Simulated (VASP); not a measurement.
Set up this calculation in VASP 6.6.1, as the native input.

- Task: single point
- Functional: LDA
- Potentials or basis: VASP PAW LDA potentials, release 64 (Rb_sv, Cl)
- Cutoff: 500 eV
- k mesh: 6 × 6 × 6
- Occupations: gaussian, width 0.05 eV
- Spin: no spin polarisation
- Dipole correction: no
- Further INCAR settings: ALGO = Normal; EDIFF = 1e-06; NBANDS = 15

The structure of RbCl lies in POSCAR:

```
RbCl
1.0
    0.0000000000      3.2576300000      3.2576300000
    3.2740000000     -0.0163700000      3.2740000000
    3.2740000000      3.2740000000     -0.0163700000
Rb Cl
1 1
Direct
    0.0000000000      0.0000000000      0.0000000000
    0.5000000000      0.5000000000      0.5000000000
```

This cell differs from its parent crystal: strain -0.0100 x Voigt [0, 0, 0, 1, 0, 0].

One way to write it, as run:

INCAR

```
  PREC = Accurate
  ENCUT = 500
  EDIFF = 1E-6
  ISMEAR = 0
  SIGMA = 0.05
  LREAL = False
  LASPH = True
  NELM = 120
  ALGO = Normal
  ISIF = 2
  LWAVE = False
  LCHARG = False
  NBANDS = 15
  GGA_COMPAT = False
```

KPOINTS

```
regular mesh
0
Gamma
  6 6 6
```

Potentials or basis: VASP PAW LDA potentials, release 64 (Rb_sv, Cl).

Run with:

```sh
$ cat potpaw_LDA.64/Rb_sv/POTCAR potpaw_LDA.64/Cl/POTCAR > POTCAR
$ mpirun -np 1 vasp_std > vasp.out
```

Results of the run:

```
Pressure               : -1.4 GPa
Band gap on the k mesh : 4.60 eV
```

Caveat: the cell differs from its parent crystal (strain -0.0100 x Voigt [0, 0, 0, 1, 0, 0]).

Run time: 76 s on 1 thread of AMD EPYC 7R13 (shared host), peak memory 0.16 GiB.
